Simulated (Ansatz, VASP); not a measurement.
# ScHO2: VASP beside Ansatz

```
Sc H O
1.0
     1.63874    0.94613    4.40928
    -1.63874    0.94613    4.40928
     0.00000   -1.89225    4.40928
Sc H O
1 1 2
Direct
  0.00000 0.00000 0.00000
  0.50000 0.50000 0.50000
  0.58970 0.58970 0.58970
  0.41030 0.41030 0.41030
```

Alike in both runs: task single point; functional LDA; k mesh 9 × 9 × 9; occupations gaussian, width 0.05 eV; no spin polarisation.

|  | VASP | Ansatz |
| --- | --- | --- |
| version | VASP 6.6.1 | Ansatz 0.2.0 |
| potentials or method | VASP PAW LDA potentials, release 64 (Sc_sv, H, O), cutoff 520 eV | scalar-relativistic, plane waves, PAW |
| valence electrons in the cell | 24 | 24 |

Ansatz gave:

```
gap on the k mesh at the Fermi level (eV)                     : 3.78
least direct gap on the mesh (eV)                             : 4.10
pressure (GPa)                                                : -8.6
traceless stress, the component that is largest in VASP (GPa) : 9.20
rms of the force components (eV/Å)                            : 0.413
```

Q: Estimate VASP's values.

A: gap on the k mesh at the Fermi level (eV): 3.76; least direct gap on the mesh (eV): 4.08; pressure (GPa): -7.6; traceless stress, the component that is largest in VASP (GPa): 9.31; rms of the force components (eV/Å): 0.404.

LDA's correlation is that of Perdew and Zunger in VASP and of Perdew and Wang (1992) in Ansatz. Atom by atom the forces differ by 0.009 eV/Å (rms over components).
